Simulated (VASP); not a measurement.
# Ga2O3 (C2/m) in VASP: single point with r2SCAN

Aim: the single point of Ga2O3 with r2SCAN.

Everything below comes from runs of VASP 6.6.1. Logs are shortened: lines on timing, memory, paths and dates and some standing lists are left out, and cuts for length are marked.

## 1. The cell of the first run

The structure is monoclinic, space group C2/m (No. 12). Conventional cell: a = 12.256 Å, b = 3.039 Å, c = 5.808 Å, α = 90.00°, β = 103.81°, γ = 90.00°. Ga (site symmetry m) has 4 O at 1.83 to 1.87 Å within 2.4 Å. Within 2.6 Å of Ga (site symmetry m) lie 6 O at 1.94 to 2.08 Å. O (site symmetry m) has 3 Ga at 1.83 to 1.94 Å within 2.4 Å. Within 2.5 Å of O (site symmetry m) lie 4 Ga at 1.87 to 2.08 Å. Within 2.4 Å of O (site symmetry m) lie 3 Ga at 1.84 to 1.94 Å.

## 2. Single point, r2SCAN

POSCAR reads:

```
Ga2O3
1.0
    6.1278415954     -1.5195305744      0.0025319685
    6.1278415954      1.5195305744      0.0025319685
   -1.3883847064      0.0000000000      5.6399773694
Ga O
4 6
Direct
    0.0905209730      0.0905209730      0.7947888374
    0.9094790270      0.9094790270      0.2052111626
    0.6587278755      0.6587278755      0.3144766572
    0.3412721245      0.3412721245      0.6855233428
    0.1642143312      0.1642143312      0.1091577322
    0.8357856688      0.8357856688      0.8908422678
    0.1733419984      0.1733419984      0.5635248267
    0.8266580016      0.8266580016      0.4364751733
    0.4962851435      0.4962851435      0.2562373616
    0.5037148565      0.5037148565      0.7437626384
```

INCAR.step1 reads:

```
PREC = Accurate
ENCUT = 520
ISMEAR = 0
SIGMA = 0.02
LREAL = F
LASPH = T
NELM = 60
NBANDS = 55
GGA = PE
ALGO = Normal
EDIFF = 1E-4
LWAVE = T
LCHARG = F
```

INCAR.step2 reads:

```
PREC = Accurate
ENCUT = 520
EDIFF = 1E-6
ISMEAR = 0
SIGMA = 0.02
LREAL = F
LASPH = T
NELM = 60
ALGO = Normal
ISIF = 2
LWAVE = F
LCHARG = T
METAGGA = R2SCAN
LMIXTAU = T
LELF = T
LVHAR = T
NBANDS = 55
ISTART = 1
```

KPOINTS reads:

```
regular mesh
0
Gamma
  8 8 4
```

Potentials or basis: VASP PAW PBE potentials, release 64 (Ga_d, O).

On the command line:

```console
cat potpaw_PBE.64/Ga_d/POTCAR potpaw_PBE.64/O/POTCAR > POTCAR
cp INCAR.step1 INCAR
mpirun -np 1 vasp_std > vasp.out
cp INCAR.step2 INCAR
mpirun -np 1 vasp_std > vasp.out
```

OUTCAR:

```text
PREC = Accurate
   ENCUT = 520
   EDIFF = 1E-6
   ISMEAR = 0
   LREAL = F
   LASPH = T
   NELM = 60
   ISIF = 2
   METAGGA = R2SCAN
   ISTART = 1

 ion  position               nearest neighbor table
   1  0.091  0.091  0.795-   5 1.83  10 1.84  10 1.84   7 1.87
   2  0.909  0.909  0.205-   6 1.83   9 1.84   9 1.84   8 1.87
   3  0.659  0.659  0.314-   9 1.94   5 1.94   5 1.94   8 2.01   7 2.08   7 2.08
   4  0.341  0.341  0.686-  10 1.94   6 1.94   6 1.94   7 2.01   8 2.08   8 2.08
   5  0.164  0.164  0.109-   1 1.83   3 1.94   3 1.94
   6  0.836  0.836  0.891-   2 1.83   4 1.94   4 1.94
   7  0.173  0.173  0.564-   1 1.87   4 2.01   3 2.08   3 2.08
   8  0.827  0.827  0.436-   2 1.87   3 2.01   4 2.08   4 2.08
   9  0.496  0.496  0.256-   2 1.84   2 1.84   3 1.94
  10  0.504  0.504  0.744-   1 1.84   1 1.84   4 1.94

  LATTYP: Found a base centered monoclinic cell.
 ALAT       =    12.2556842370
 B/A-ratio  =     0.2479715608
 C/A-ratio  =     0.4739312975
 COS(beta)  =    -0.2386312195

  Lattice vectors:

 A1 = (   6.1278415954,  -1.5195305744,   0.0025319685)
 A2 = (   6.1278415954,   1.5195305744,   0.0025319685)
 A3 = (  -1.3883847064,   0.0000000000,   5.6399773694)

Analysis of symmetry for initial positions (statically):
=====================================================================
 Subroutine PRICEL returns:
 Original cell was already a primitive cell.

 Routine SETGRP: Setting up the symmetry group for a
 base centered monoclinic supercell.

 Subroutine GETGRP returns: Found  4 space group operations
 (whereof  4 operations were pure point group operations)
 out of a pool of  4 trial point group operations.

The static configuration has the point symmetry C_2h.

Analysis of symmetry for dynamics (positions and initial velocities):
=====================================================================
 Subroutine PRICEL returns:
 Original cell was already a primitive cell.

 Routine SETGRP: Setting up the symmetry group for a
 base centered monoclinic supercell.

 Subroutine GETGRP returns: Found  4 space group operations
 (whereof  4 operations were pure point group operations)
 out of a pool of  4 trial point group operations.

The dynamic configuration has the point symmetry C_2h.

 Subroutine INISYM returns: Found  4 space group operations
 (whereof  4 operations are pure point group operations),
 and found     1 'primitive' translations

----------------------------------------------------------------------------------------

                                     Primitive cell

  volume of cell :     105.0433

  direct lattice vectors                    reciprocal lattice vectors
     6.127841595 -1.519530574  0.002531969     0.081586500 -0.329048989  0.020084025
     6.127841595  1.519530574  0.002531969     0.081586500  0.329048989  0.020084025
    -1.388384706  0.000000000  5.639977369    -0.000073254  0.000000000  0.177287643

  length of vectors
     6.313431887  6.313431887  5.808352333     0.339607071  0.339607071  0.177287658

  position of ions in fractional coordinates (direct lattice)
     0.090520973  0.090520973  0.794788837
     0.909479027  0.909479027  0.205211163
     0.658727875  0.658727875  0.314476657
     0.341272125  0.341272125  0.685523343
     0.164214331  0.164214331  0.109157732
     0.835785669  0.835785669  0.890842268
     0.173341998  0.173341998  0.563524827
     0.826658002  0.826658002  0.436475173
     0.496285144  0.496285144  0.256237362
     0.503714856  0.503714856  0.743762638

  ion indices of the primitive-cell ions
   primitive index   ion index
                 1           1
                 2           2
                 3           3
                 4           4
                 5           5
                 6           6
                 7           7
                 8           8
                 9           9
                10          10

----------------------------------------------------------------------------------------

 KPOINTS: regular mesh

Automatic generation of k-mesh.
 Grid dimensions read from file:
 generate k-points for:    8    8    4

 Generating k-lattice:

  Cartesian coordinates                     Fractional coordinates (reciprocal lattice)
     0.010198312 -0.041131124  0.002510503     0.125000000  0.000000000  0.000000000
     0.010198312  0.041131124  0.002510503     0.000000000  0.125000000  0.000000000
    -0.000018313  0.000000000  0.044321911     0.000000000  0.000000000  0.250000000

  Length of vectors
     0.042450884  0.042450884  0.044321915

  Shift w.r.t. Gamma in fractional coordinates (k-lattice)
     0.000000000  0.000000000  0.000000000

 Subroutine IBZKPT returns following result:
 ===========================================

 Found     78 irreducible k-points:

 Following reciprocal coordinates:
            Coordinates               Weight
  0.000000  0.000000  0.000000      1.000000
  0.125000 -0.000000 -0.000000      4.000000
  0.250000 -0.000000 -0.000000      4.000000
  0.375000  0.000000 -0.000000      4.000000
  0.500000 -0.000000 -0.000000      2.000000
  0.125000  0.125000 -0.000000      2.000000
[... 16 lines left out ...]
  0.125000 -0.000000  0.250000      4.000000
  0.250000 -0.000000  0.250000      4.000000
 [... further k-points ...]
   k-points           NKPTS =     78   k-points in BZ     NKDIM =     78   number of bands    NBANDS=     55
   number of dos      NEDOS =    301   number of ions     NIONS =     10
   total plane-waves  NPLWV = 110592
   dimension x,y,z NGX =    48 NGY =   48 NGZ =   48
   dimension x,y,z NGXF=    96 NGYF=   96 NGZF=   96
   ions per type =               4   6
   NGX,Y,Z   is equivalent  to a cutoff of  12.64, 12.64, 13.74 a.u.
   NGXF,Y,Z  is equivalent  to a cutoff of  25.28, 25.28, 27.48 a.u.
 SYSTEM =  unknown system
   PREC   = accura    normal or accurate (medium, high low for compatibility)
   ISTART =      1    job   : 0-new  1-cont  2-samecut
   ICHARG =      0    charge: 1-file 2-atom 10-const
   ISPIN  =      1    spin polarized calculation?
   LNONCOLLINEAR =      F non collinear calculations
   LSORBIT =      F    spin-orbit coupling
   LASPH  =      T    aspherical Exc in radial PAW
   ENCUT  =  520.0 eV  38.22 Ry    6.18 a.u.  11.74 11.74 10.80*2*pi/ulx,y,z
   NELM   =     60;   NELMIN=  2; NELMDL=  0     # of ELM steps
   EDIFF  = 0.1E-05   stopping-criterion for ELM
   LREAL  =      F    real-space projection
   EDIFFG = 0.1E-04   stopping-criterion for IOM
   NSW    =      0    number of steps for IOM
   IBRION =     -1    ionic relax: 0-MD 1-quasi-New 2-CG
   NFREE  =      0    steps in history (QN), initial steepest desc. (CG)
   ISIF   =      2    stress and relaxation
   ISYM   =      2    0-nonsym 1-usesym 2-fastsym
   POTIM  = 0.5000    time-step for ionic-motion
   TEBEG  =    0.0;   TEEND  =   0.0 temperature during run
   PSTRESS=    0.0 pullay stress
   NELECT =      88.0000    total number of electrons
   NUPDOWN=      -1.0000    fix difference up-down
   EMIN   =  10.00;   EMAX   =-10.00  energy-range for DOS
   EFERMI =   0.00;   METHOD = LEGACY
   ISMEAR =     0;   SIGMA  =   0.02  broadening in eV -4-tet -1-fermi 0-gaus
   EFERMI_NEDOS =   21; number of points for ismear=-14 and -15
   IALGO  =     38    algorithm
   IMIX   =      4    mixing-type and parameters
     AMIX     =   0.40;   BMIX     =  1.00
     AMIX_MAG =   1.60;   BMIX_MAG =  1.00
  volume/ion in A,a.u.               =      10.50        70.89
  Fermi-wavevector in a.u.,A,eV,Ry     =   1.543285  2.916386 32.405398  2.381730
  Thomas-Fermi vector in A             =   2.648970
   LORBIT       =      0    0 simple, 1 ext, 2 COOP (PROOUT), +10 PAW based schemes
   METAGGA = R2SCAN    functional components
   LHFCALC =     F    Hartree Fock is set to
   AEXX    =    0.0000 exact exchange contribution
   IVDW    =     0    specifies the selected vdW correction
   LEPSILON=     F    determine dielectric tensor
   LRPA    =     F    only Hartree local field effects (RPA)
 non-spin polarized calculation
 Gauss-broadening in eV      SIGMA  =   0.02
  energy-cutoff  :      520.00
  volume of cell :      105.04
 maximum number of plane-waves:      2850
   NGX = 23   NGY = 23   NGZ = 21

 number of electron      88.0000019 magnetization

 Free energy of the ion-electron system (eV)
  ---------------------------------------------------
  ext. energy  EPLUGINS =         0.00000000
  ---------------------------------------------------
  free energy    TOTEN  =      -102.44187553 eV

  energy without entropy =     -102.44187553  energy(sigma->0) =     -102.44187553

 E-fermi :   3.5828     XC(G=0): -12.5137

 val. band max:        3.3983114595   @ k =   0.5000   0.3750   0.5000
 cond. band min:       6.4099523568   @ k =   0.0000   0.0000   0.0000
 fundamental gap:      3.0116408972
 Fermi energy:         3.5827574173

 k-point     1 :       0.0000    0.0000    0.0000
  band No.  band energies     occupation
      1     -16.4254      2.00000
      2     -15.2736      2.00000
      3     -15.2575      2.00000
      4     -15.1326      2.00000
      5     -14.6884      2.00000
      6     -14.6622      2.00000
[... 47 lines left out ...]
     54      16.7152      0.00000
     55      17.0447      0.00000

 k-point     2 :       0.1250   -0.0000   -0.0000
  band No.  band energies     occupation
      1     -16.3074      2.00000
      2     -15.2617      2.00000
      3     -15.2273      2.00000
      4     -15.0568      2.00000
      5     -14.6867      2.00000
      6     -14.6597      2.00000
[... 47 lines left out ...]
     54      15.7799      0.00000
     55      15.9324      0.00000
[... 1216 lines left out ...]
     54      15.9811      0.00000
     55      16.4241      0.00000

 k-point    24 :       0.2500   -0.0000    0.2500
  band No.  band energies     occupation
      1     -15.8851      2.00000
      2     -15.3222      2.00000
      3     -15.1655      2.00000
      4     -14.9107      2.00000
      5     -14.7140      2.00000
      6     -14.6295      2.00000
[... 47 lines left out ...]
     54      15.0539      0.00000
     55      16.4144      0.00000

 [... further k-points ...]

------------------------ aborting loop because EDIFF is reached ----------------------------------------

  FORCE on cell =-STRESS in cart. coord.  units (eV):
  Direction    XX          YY          ZZ          XY          YZ          ZX
  --------------------------------------------------------------------------------------
  -------------------------------------------------------------------------------------
  Total        1.1200467      1.3400472      1.1527190      0.0000000      0.0000000      0.0285337
  in kB       17.0835538     20.4391184     17.5818892      0.0000000      0.0000000      0.4352113
  external PRESSURE =      18.3681871 kB  Pullay stress =       0.0000000 kB

 VOLUME and BASIS-vectors are now :
 -----------------------------------------------------------------------------
  energy-cutoff  :      520.00
  volume of cell :      105.04
      direct lattice vectors                 reciprocal lattice vectors
     6.127841595 -1.519530574  0.002531969     0.081586500 -0.329048989  0.020084025
     6.127841595  1.519530574  0.002531969     0.081586500  0.329048989  0.020084025
    -1.388384706  0.000000000  5.639977369    -0.000073254  0.000000000  0.177287643

 POSITION                                       TOTAL-FORCE (eV/Angst)
 -----------------------------------------------------------------------------------
      0.00592      0.00000      4.48305         0.018649      0.000000     -0.001726
     10.86137      0.00000      1.16199        -0.018649      0.000000      0.001726
      7.63655      0.00000      1.77698        -0.013910      0.000000      0.048593
      3.23075      0.00000      3.86806         0.013910      0.000000     -0.048593
      1.86101      0.00000      0.61648         0.062096      0.000000      0.033808
      9.00629      0.00000      5.02856        -0.062096      0.000000     -0.033808
      1.34204      0.00000      3.17915         0.030250      0.000000     -0.053606
      9.52526      0.00000      2.46590        -0.030250      0.000000      0.053606
      5.72656      0.00000      1.44769         0.077643      0.000000      0.029308
      5.14074      0.00000      4.19736        -0.077643      0.000000     -0.029308
 -----------------------------------------------------------------------------------
    total drift:                                0.000000      0.000000      0.000000

  FREE ENERGIE OF THE ION-ELECTRON SYSTEM (eV)
  ---------------------------------------------------
  free  energy   TOTEN  =      -102.4418755254 eV

  energy  without entropy=     -102.4418755254  energy(sigma->0) =     -102.44187553
```

Wall time 1.7 h (1 thread of Oxide Virtual Turin-like, shared host); peak memory 0.53 GiB.

Results:

```yaml
Free_energy: -102.4419 eV
Pressure: 1.8 GPa
Largest_force: 0.083 eV/Å
Band_gap_on_the_k_mesh: 3.01 eV (least direct gap 3.04 eV)
```

Forces in eV/Å, atoms in the order of the input:
```
Ga   0.019  0.000 -0.002
Ga  -0.019  0.000  0.002
Ga  -0.014  0.000  0.049
Ga   0.014  0.000 -0.049
O    0.062  0.000  0.034
O   -0.062  0.000 -0.034
O    0.030  0.000 -0.054
O   -0.030  0.000  0.054
O    0.078  0.000  0.029
O   -0.078  0.000 -0.029
```

Caveat: the PAW data sets were made with another functional, which shifts forces and pressure a little.
